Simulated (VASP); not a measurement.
# S (I4/mmm) in VASP: a series of runs, part 2 of 2

VASP 6.6.1. Earlier steps stand in the parts before.

### 5 Single point, LDA

This run uses another cell than the first one, of the same volume but with other edges.

File INCAR:

```
PREC = Accurate ; ENCUT = 520
EDIFF = 1E-6 ; ISMEAR = 0
SIGMA = 0.15 ; LREAL = F
LASPH = T ; NELM = 80
ALGO = Normal ; ISIF = 2
LWAVE = F ; LCHARG = T
GGA = CA ; LELF = T
LVHAR = T ; NBANDS = 9
```

File KPOINTS:

```
regular mesh
0
Gamma
  22 22 22
```

File POSCAR:

```
S
1.0
    0.0000000000      2.1665559963      1.6899136771
    2.1665559963      0.0000000000      1.6899136771
    2.1665559963      2.1665559963      0.0000000000
S
1
Direct
    0.0000000000      0.0000000000      0.0000000000
```

Potentials or basis: VASP PAW LDA potentials, release 64 (S).

Run with:

```bash
$ cat potpaw_LDA.64/S/POTCAR > POTCAR
$ mpirun -np 1 vasp_std > vasp.out
```

OUTCAR:

```text
PREC = Accurate
   ENCUT = 520
   EDIFF = 1E-6
   ISMEAR = 0
   LREAL = F
   LASPH = T
   NELM = 80
   ISIF = 2
   GGA = CA

 ion  position               nearest neighbor table
   1  0.000  0.000  0.000-

  LATTYP: Found a body centered tetragonal cell.
 ALAT       =     3.0639728736
 C/A-ratio  =     1.1030865786

  Lattice vectors:

 A1 = (   0.0000000000,  -2.1665559963,  -1.6899136771)
 A2 = (   0.0000000000,   2.1665559963,  -1.6899136771)
 A3 = (   2.1665559963,   0.0000000000,   1.6899136771)

Analysis of symmetry for initial positions (statically):
=====================================================================
 Subroutine PRICEL returns:
 Original cell was already a primitive cell.

 Routine SETGRP: Setting up the symmetry group for a
 body centered tetragonal supercell.

 Subroutine GETGRP returns: Found 16 space group operations
 (whereof 16 operations were pure point group operations)
 out of a pool of 16 trial point group operations.

The static configuration has the point symmetry D_4h.

Analysis of symmetry for dynamics (positions and initial velocities):
=====================================================================
 Subroutine PRICEL returns:
 Original cell was already a primitive cell.

 Routine SETGRP: Setting up the symmetry group for a
 body centered tetragonal supercell.

 Subroutine GETGRP returns: Found 16 space group operations
 (whereof 16 operations were pure point group operations)
 out of a pool of 16 trial point group operations.

The dynamic configuration has the point symmetry D_4h.

 Subroutine INISYM returns: Found 16 space group operations
 (whereof 16 operations are pure point group operations),
 and found     1 'primitive' translations

----------------------------------------------------------------------------------------

                                     Primitive cell

[... 110 lines left out ...]
  Fermi-wavevector in a.u.,A,eV,Ry     =   1.183897  2.237240 19.070080  1.401611
  Thomas-Fermi vector in A             =   2.320122
   LORBIT       =      0    0 simple, 1 ext, 2 COOP (PROOUT), +10 PAW based schemes
   GGA     = CA    functional components
   LHFCALC =     F    Hartree Fock is set to
   AEXX    =    0.0000 exact exchange contribution
   IVDW    =     0    specifies the selected vdW correction
   LEPSILON=     F    determine dielectric tensor
   LRPA    =     F    only Hartree local field effects (RPA)
 non-spin polarized calculation
 Gauss-broadening in eV      SIGMA  =   0.15
  energy-cutoff  :      520.00
  volume of cell :       15.86
 maximum number of plane-waves:       440
   NGX = 11   NGY = 11   NGZ = 11

 number of electron       6.0000000 magnetization

 Free energy of the ion-electron system (eV)
  ---------------------------------------------------
  ext. energy  EPLUGINS =         0.00000000
  ---------------------------------------------------
  free energy    TOTEN  =        -3.80350033 eV

  energy without entropy =       -3.79542022  energy(sigma->0) =       -3.79946028

 E-fermi :   7.4502     XC(G=0): -11.3382

 val. band max:        7.4480368701   @ k =   0.3636  -0.0000   0.1364
 cond. band min:       7.4520213585   @ k =   0.4545   0.0455   0.0909
 fundamental gap:      0.0039844883
 Fermi energy:         7.4502180263

 k-point     1 :       0.0000    0.0000    0.0000
  band No.  band energies     occupation
      1      -9.3178      2.00000
      2      10.4351      0.00000
      3      10.5417      0.00000
      4      10.5417      0.00000
      5      19.2709      0.00000
      6      19.2709      0.00000
      7      21.0620      0.00000
      8      21.6111      0.00000
      9      22.0730      0.00000
[... 265 lines left out ...]
 k-point    24 :      -0.4545    0.0455    0.0000
  band No.  band energies     occupation
      1      -5.1811      2.00000
      2       0.2648      2.00000
      3       7.7734      0.00231
      4       9.7492      0.00000
      5      15.6665      0.00000
      6      16.6629      0.00000
      7      22.1683      0.00000
      8      26.3757      0.00000
      9      27.9512      0.00000

 [... further k-points ...]

------------------------ aborting loop because EDIFF is reached ----------------------------------------

  FORCE on cell =-STRESS in cart. coord.  units (eV):
  Direction    XX          YY          ZZ          XY          YZ          ZX
  --------------------------------------------------------------------------------------
  -------------------------------------------------------------------------------------
  Total       -0.3556659     -0.3556659     -1.3207177      0.0000000      0.0000000      0.0000000
  in kB      -35.9185210    -35.9185210   -133.3786265      0.0000000      0.0000000      0.0000000
  external PRESSURE =     -68.4052228 kB  Pullay stress =       0.0000000 kB

 VOLUME and BASIS-vectors are now :
 -----------------------------------------------------------------------------
  energy-cutoff  :      520.00
  volume of cell :       15.86
      direct lattice vectors                 reciprocal lattice vectors
     0.000000000  2.166555996  1.689913677    -0.230781019  0.230781019  0.295873101
     2.166555996  0.000000000  1.689913677     0.230781019 -0.230781019  0.295873101
     2.166555996  2.166555996  0.000000000     0.230781019  0.230781019 -0.295873101

 POSITION                                       TOTAL-FORCE (eV/Angst)
 -----------------------------------------------------------------------------------
      0.00000      0.00000      0.00000        -0.000000      0.000000      0.000000
 -----------------------------------------------------------------------------------
    total drift:                                0.000000      0.000000     -0.000000

  FREE ENERGIE OF THE ION-ELECTRON SYSTEM (eV)
  ---------------------------------------------------
  free  energy   TOTEN  =        -3.8035003331 eV

  energy  without entropy=       -3.7954202233  energy(sigma->0) =       -3.79946028
```

Run time: 58 s. Hardware: 1 thread of Intel Xeon 8259CL, shared host; peak memory 0.2 GiB.

Results:

```yaml
Free_energy: -3.8035 eV
Pressure: -6.8 GPa
Band_gap_on_the_k_mesh: zero (bands 3 and 4 overlap by 6.83 eV)
```

Stress tensor (GPa, compression positive):
```
 -3.59   0.00   0.00
  0.00  -3.59   0.00
  0.00   0.00 -13.34
```

Caveat: the cell stands under tension.

### 6 Summary

```tsv
cell	gap on the mesh (eV)	pressure (GPa)
a = 3.077, b = 3.077, c = 2.513 Å, angles 65.9, 65.9, 48.2°, 1 atom	none	-4.9
a = 2.763, b = 2.763, c = 2.977 Å, angles 57.4, 57.4, 65.2°, 1 atom	none	-6.6
a = 2.932, b = 2.932, c = 2.654 Å, angles 63.1, 63.1, 53.8°, 1 atom	none	-6.3
a = 2.748, b = 2.748, c = 3.064 Å, angles 56.1, 56.1, 67.8°, 1 atom	none	-6.8
```

Alike in all rows: task single point; level LDA; potentials or basis VASP PAW LDA potentials, release 64 (S); no spin polarisation; k mesh 22 × 22 × 22; cutoff (eV) 520; smearing gaussian 0.15 eV.

Caveats: the cell stands under tension.

Absolute energies hang on the potentials; compare differences alone.
